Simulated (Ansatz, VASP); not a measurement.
## Two plane-wave programs on Os

```xyz
2
Lattice="2.8025 0.0000 0.0000 -1.4012 2.4270 0.0000 0.0000 0.0000 4.1037" Properties=species:S:1:pos:R:3 pbc="T T T"
Os    0.0000    1.6180    1.0259
Os    1.4012    0.8090    3.0778
```

Change from the starting cell: strain +0.025 along x and y, -0.050 along z, atoms carried along.

Alike in both runs: task single point; functional PBEsol; k mesh 18 × 18 × 12; occupations gaussian, width 0.15 eV; no spin polarisation.

|  | VASP | Ansatz |
| --- | --- | --- |
| version | VASP 6.6.1 | Ansatz 0.2.0 |
| potentials or method | VASP PAW PBE potentials, release 64 (Os), cutoff 520 eV | scalar-relativistic, plane waves, PAW |
| valence electrons in the cell | 16 | 32 |

VASP gave:

* gap on the k mesh at the Fermi level (eV): none
* pressure (GPa): 2.8
* traceless stress, the component that is largest in VASP (GPa): 28.07

**Question.** What did Ansatz give for the same quantities?

**Answer.** gap on the k mesh at the Fermi level (eV): none; pressure (GPa): 2.3; traceless stress, the component that is largest in VASP (GPa): 28.24.

VASP's potentials were made for PBE, not for PBEsol. A gap of «none» marks a metal or a gap that the smearing closes. VASP's potentials hold 16 valence electrons a cell and Ansatz's 32, so a difference there can come from the potentials and not from the codes.

Neither program's run includes spin-orbit coupling.
